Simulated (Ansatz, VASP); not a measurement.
**Si2Ni: VASP beside Ansatz**

```
CELL_PARAMETERS angstrom
0.00000 2.70300 2.70300
2.70300 0.00000 2.70300
2.70300 2.70300 0.00000
ATOMIC_POSITIONS crystal
Ni 0.00000 0.00000 0.00000
Si 0.75000 0.75000 0.75000
Si 0.25000 0.25000 0.25000
```

Alike in both runs: task single point; functional PBE; k mesh 7 × 7 × 7; occupations fermi-dirac, width 0.05 eV; collinear spin; fixed moment 2 μB.

|  | VASP | Ansatz |
| --- | --- | --- |
| version | VASP 6.6.1 | Ansatz 0.2.0 |
| potentials or method | VASP PAW PBE potentials, release 64 (Ni, Si) | Ansatz PAW |
| plane-wave cutoff (eV) | 520 | 420 |
| valence electrons in the cell | 18 | 26 |

|  | VASP | Ansatz | Ansatz less VASP |
| --- | --- | --- | --- |
| pressure (GPa) | 14.9 | 15.1 | +0.19 |
| net moment per atom (μB) | 0.67 | 0.67 | 0.000 |
| size of the moment on the site where the two differ most (μB) | 0.83 | 0.77 | -0.055 |

Site moments also hang on the region over which each program counts them. With one functional, cell and mesh, what is left measures potentials, basis and numerics. VASP's potentials hold 18 valence electrons a cell and Ansatz's 26, so a difference there can come from the potentials and not from the codes.
